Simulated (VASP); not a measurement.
# HgTe (Fm-3m) in VASP: single point with PBEsol

Aim: the single point of HgTe with PBEsol.

Everything below comes from runs of VASP 6.6.1. Logs are shortened: lines on timing, memory, paths and dates and some standing lists are left out, and cuts for length are marked.

### Step 1. The cell of the first run

Symmetry: Fm-3m, No. 225, cubic system. Conventional cell: a = 6.154 Å, b = 6.154 Å, c = 6.154 Å, α = 90.00°, β = 90.00°, γ = 90.00°. Within 4.1 Å of Hg (site symmetry m-3m) lie 6 Te at 3.08 Å. Within 4.1 Å of Te (site symmetry m-3m) lie 6 Hg at 3.08 Å.

### Step 2. Single point, PBEsol

Input file INCAR:

```
SYSTEM = HgTe
ALGO     = Normal         ! electronic algorithm
EDIFF    = 1E-6           ! SCF threshold, eV
ENCUT    = 500            ! plane-wave cutoff, eV
GGA      = PS             ! functional
GGA_COMPAT= .FALSE.      
ISIF     = 2              ! what is computed and relaxed
ISMEAR   = 0              ! smearing method
ISYM     = -1           
LASPH    = .TRUE.         ! aspherical terms in the spheres
LCHARG   = .FALSE.        ! write CHGCAR
LREAL    = Auto         
LWAVE    = .FALSE.        ! write WAVECAR
NBANDS   = 86             ! bands
NELM     = 120            ! most SCF steps
PREC     = Accurate       ! precision mode
SIGMA    = 0.1            ! smearing width, eV
```

Input file KPOINTS:

```
explicit points
4
Reciprocal
  0.25000000   0.25000000   0.25000000 2
  0.25000000   0.25000000   0.75000000 2
  0.25000000   0.75000000   0.25000000 2
  0.25000000   0.75000000   0.75000000 2
```

Input file POSCAR:

```
HgTe
1.0
    6.1542340000      0.0000000000     -6.1542340000
    0.0000000000      6.1542340000     -6.1542340000
    6.1542340000      6.1542340000      0.0000000000
Hg Te
8 8
Direct
    0.5000000000      0.5000000000      0.0000000000
    0.5000000000      0.5000000000      0.5000000000
    0.5000000000      0.0000000000      0.0000000000
    0.5000000000      0.0000000000      0.5000000000
    0.0000000000      0.5000000000      0.0000000000
    0.0000000000      0.5000000000      0.5000000000
    0.0000000000      0.0000000000      0.0000000000
    0.0000000000      0.0000000000      0.5000000000
    0.2500000000      0.2500000000      0.7500000000
    0.2500000000      0.2500000000      0.2500000000
    0.2500000000      0.7500000000      0.7500000000
    0.2500000000      0.7500000000      0.2500000000
    0.7500000000      0.2500000000      0.7500000000
    0.7500000000      0.2500000000      0.2500000000
    0.7500000000      0.7500000000      0.7500000000
    0.7500000000      0.7500000000      0.2500000000
```

Potentials or basis: VASP PAW PBE potentials, release 64 (Hg, Te).

Started as:

```console
cat potpaw_PBE.64/Hg/POTCAR potpaw_PBE.64/Te/POTCAR > POTCAR
mpirun -np 1 vasp_std > vasp.out
```

OUTCAR:

```text
SYSTEM = HgTe
   EDIFF = 1E-6
   ENCUT = 500
   GGA = PS
   ISIF = 2
   ISMEAR = 0
   ISYM = -1
   LASPH = .TRUE.
   LREAL = Auto
   NELM = 120
   PREC = Accurate

 ion  position               nearest neighbor table
   1  0.500  0.500  0.000-  10 3.08  11 3.08  12 3.08  13 3.08  14 3.08  15 3.08
   2  0.500  0.500  0.500-   9 3.08  11 3.08  12 3.08  13 3.08  14 3.08  16 3.08
   3  0.500  0.000  0.000-   9 3.08  10 3.08  12 3.08  13 3.08  15 3.08  16 3.08
   4  0.500  0.000  0.500-   9 3.08  10 3.08  11 3.08  14 3.08  15 3.08  16 3.08
   5  0.000  0.500  0.000-   9 3.08  10 3.08  11 3.08  14 3.08  15 3.08  16 3.08
   6  0.000  0.500  0.500-   9 3.08  10 3.08  12 3.08  13 3.08  15 3.08  16 3.08
[... 8 lines left out ...]
  15  0.750  0.750  0.750-   1 3.08   3 3.08   4 3.08   5 3.08   6 3.08   8 3.08
  16  0.750  0.750  0.250-   2 3.08   3 3.08   4 3.08   5 3.08   6 3.08   7 3.08

IMPORTANT INFORMATION: All symmetrisations will be switched off!
NOSYMM: (Re-)initialisation of all symmetry stuff for point group C_1.

----------------------------------------------------------------------------------------

                                     Primitive cell

  volume of cell :     466.1783

  direct lattice vectors                    reciprocal lattice vectors
     6.154234000  0.000000000 -6.154234000     0.081244880 -0.081244880 -0.081244880
     0.000000000  6.154234000 -6.154234000    -0.081244880  0.081244880 -0.081244880
     6.154234000  6.154234000  0.000000000     0.081244880  0.081244880  0.081244880

  length of vectors
     8.703401189  8.703401189  8.703401189     0.140720259  0.140720259  0.140720259

  position of ions in fractional coordinates (direct lattice)
     0.500000000  0.500000000  0.000000000
     0.500000000  0.500000000  0.500000000
     0.500000000  0.000000000  0.000000000
     0.500000000  0.000000000  0.500000000
     0.000000000  0.500000000  0.000000000
     0.000000000  0.500000000  0.500000000
[... 8 lines left out ...]
     0.750000000  0.750000000  0.750000000
     0.750000000  0.750000000  0.250000000

  ion indices of the primitive-cell ions
   primitive index   ion index
                 1           1
                 2           2
                 3           3
                 4           4
                 5           5
                 6           6
[... 8 lines left out ...]
                15          15
                16          16

----------------------------------------------------------------------------------------

 KPOINTS: explicit points

Read explicit list of k-points.
[... 33 lines left out ...]
   ISIF   =      2    stress and relaxation
   ISYM   =     -1    0-nonsym 1-usesym 2-fastsym
   POTIM  = 0.5000    time-step for ionic-motion
   TEBEG  =    0.0;   TEEND  =   0.0 temperature during run
   PSTRESS=    0.0 pullay stress
   NELECT =     144.0000    total number of electrons
   NUPDOWN=      -1.0000    fix difference up-down
   EMIN   =  10.00;   EMAX   =-10.00  energy-range for DOS
   EFERMI =   0.00;   METHOD = LEGACY
   ISMEAR =     0;   SIGMA  =   0.10  broadening in eV -4-tet -1-fermi 0-gaus
   EFERMI_NEDOS =   21; number of points for ismear=-14 and -15
   IALGO  =     38    algorithm
   IMIX   =      4    mixing-type and parameters
     AMIX     =   0.40;   BMIX     =  1.00
     AMIX_MAG =   1.60;   BMIX_MAG =  1.00
  volume/ion in A,a.u.               =      29.14       196.62
  Fermi-wavevector in a.u.,A,eV,Ry     =   1.106653  2.091272 16.662809  1.224682
  Thomas-Fermi vector in A             =   2.243157
   LORBIT       =      0    0 simple, 1 ext, 2 COOP (PROOUT), +10 PAW based schemes
   GGA     = PS    functional components
   LHFCALC =     F    Hartree Fock is set to
   AEXX    =    0.0000 exact exchange contribution
   IVDW    =     0    specifies the selected vdW correction
   LEPSILON=     F    determine dielectric tensor
   LRPA    =     F    only Hartree local field effects (RPA)
 non-spin polarized calculation
 Gauss-broadening in eV      SIGMA  =   0.10
  energy-cutoff  :      500.00
  volume of cell :      466.18
 maximum number of plane-waves:     11841
 NGX is ok and might be reduce to    64
   NGX = 31   NGY = 31   NGZ = 31

 number of electron     143.9999993 magnetization

 Free energy of the ion-electron system (eV)
  ---------------------------------------------------
  ext. energy  EPLUGINS =         0.00000000
  ---------------------------------------------------
  free energy    TOTEN  =       -33.52177386 eV

  energy without entropy =      -33.45313462  energy(sigma->0) =      -33.48745424

 E-fermi :   3.9722     XC(G=0):  -9.9203

 val. band max:        3.6449676283   @ k =   0.2500   0.2500   0.2500
 cond. band min:       3.9800632481   @ k =   0.2500   0.2500   0.7500
 fundamental gap:      0.3350956199
 Fermi energy:         3.9721798810

 k-point     1 :       0.2500    0.2500    0.2500
  band No.  band energies     occupation
      1      -7.8226      2.00000
      2      -7.0329      2.00000
      3      -6.9472      2.00000
      4      -6.9472      2.00000
      5      -6.9472      2.00000
      6      -6.8322      2.00000
[... 337 lines left out ...]
     83       8.0789      0.00000
     84       8.2828      0.00000
 [bands above 84 left out]

------------------------ aborting loop because EDIFF is reached ----------------------------------------

  FORCE on cell =-STRESS in cart. coord.  units (eV):
  Direction    XX          YY          ZZ          XY          YZ          ZX
  --------------------------------------------------------------------------------------
  -------------------------------------------------------------------------------------
  Total      -10.4046747    -10.4046723    -10.4046765     -0.1843551      0.1843518      0.1843540
  in kB      -35.7591412    -35.7591328    -35.7591472     -0.6335979      0.6335864      0.6335941
  external PRESSURE =     -35.7591404 kB  Pullay stress =       0.0000000 kB

 VOLUME and BASIS-vectors are now :
 -----------------------------------------------------------------------------
  energy-cutoff  :      500.00
  volume of cell :      466.18
      direct lattice vectors                 reciprocal lattice vectors
     6.154234000  0.000000000 -6.154234000     0.081244880 -0.081244880 -0.081244880
     0.000000000  6.154234000 -6.154234000    -0.081244880  0.081244880 -0.081244880
     6.154234000  6.154234000  0.000000000     0.081244880  0.081244880  0.081244880

 POSITION                                       TOTAL-FORCE (eV/Angst)
 -----------------------------------------------------------------------------------
      3.07712      3.07712     -6.15423        -0.000000      0.000000     -0.000000
      6.15423      6.15423     -6.15423         0.000000      0.000001     -0.000001
      3.07712      0.00000     -3.07712         0.000000     -0.000000     -0.000000
      6.15423      3.07712     -3.07712        -0.000000     -0.000001      0.000000
      0.00000      3.07712     -3.07712         0.000000      0.000001     -0.000000
      3.07712      6.15423     -3.07712        -0.000000      0.000000      0.000000
[... 8 lines left out ...]
      9.23135      9.23135     -9.23135         0.000000     -0.000000      0.000000
      6.15423      6.15423     -9.23135         0.000000     -0.000000      0.000000
 -----------------------------------------------------------------------------------
    total drift:                                0.000000      0.000000     -0.000000

  FREE ENERGIE OF THE ION-ELECTRON SYSTEM (eV)
  ---------------------------------------------------
  free  energy   TOTEN  =       -33.5217738626 eV

  energy  without entropy=      -33.4531346246  energy(sigma->0) =      -33.48745424
```

stdout:

```text
POSCAR found type information on POSCAR HgTe
 POSCAR found :  2 types and      16 ions
 scaLAPACK will be used
 -----------------------------------------------------------------------------
|                                                                             |
|                                                                             |
|     You enforced a specific xc type in the INCAR file but a different       |
|     I HOPE YOU KNOW WHAT YOU ARE DOING!                                     |
|                                                                             |
 -----------------------------------------------------------------------------

 LDA part: xc-table for (Slater+PW92), standard interpolation
 POSCAR, INCAR and KPOINTS ok, starting setup
 FFT: planning ... GRIDC
 FFT: planning ... GRID_SOFT
 FFT: planning ... GRID
 WAVECAR not read
 entering main loop
```

Wall time 4.5 min (1 thread of Intel Xeon Platinum 8259CL at 2.50GHz (Skylake/Cascade Lake), shared host); peak memory 0.59 GiB.

Results:

| Quantity | Value |
| --- | --- |
| Free energy | -33.5218 eV |
| Pressure | -3.6 GPa |
| Band gap on the k mesh | zero (bands 72 and 73 overlap by 0.34 eV) |

Caveat: the cell stands under tension; semilocal functionals underestimate gaps, and a narrow one can read as zero; the PAW data sets were made with another functional, which shifts forces and pressure a little; spin-orbit coupling is left out, which moves the levels of the heavy elements.

The gap in the log of VASP goes by the Fermi energy; the results here count the filled bands.